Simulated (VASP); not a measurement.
PtSe2:

```
Pt Se
1.0
     3.72400    0.00000    0.00000
    -1.86200    3.22508    0.00000
     0.00000    0.00000    5.06200
Pt Se
1 2
Cartesian
  0.0000 0.0000 0.0000
  0.0000 2.1501 1.3434
  1.8620 1.0750 3.7186
```

- Program: VASP 6.6.1
- Task: relaxation of the atoms
- Functional: PBE
- Dispersion: D3(BJ)
- Potentials or basis: VASP PAW PBE potentials, release 64 (Pt, Se)
- Cutoff: 520 eV
- k mesh: 10 × 10 × 8
- Occupations: gaussian, width 0.05 eV
- Spin: no spin polarisation

At the start: pressure -1.3 GPa; volume 20.27 Å³/atom.

Where does the relaxation end?

Over 3 steps the energy falls by 3.0 meV/atom at a fixed cell; space group P-3m1 (No. 164, to 0.1 Å) before and after.

The path:
| step | energy change (eV) | largest force (eV/Å) | pressure (GPa) |
| --- | --- | --- | --- |
| 1 | 0.0000 | 0.3204 | -1.25 |
| 2 | -0.0073 | 0.1462 | -0.42 |
| 3 | -0.0091 | 0.0072 | 0.27 |

Final structure:
```
Pt Se
1.0
     3.72400    0.00000    0.00000
    -1.86200    3.22508    0.00000
     0.00000    0.00000    5.06200
Pt Se
1 2
Cartesian
  0.0000 0.0000 0.0000
  0.0000 2.1501 1.3159
  1.8620 1.0750 3.7461
```
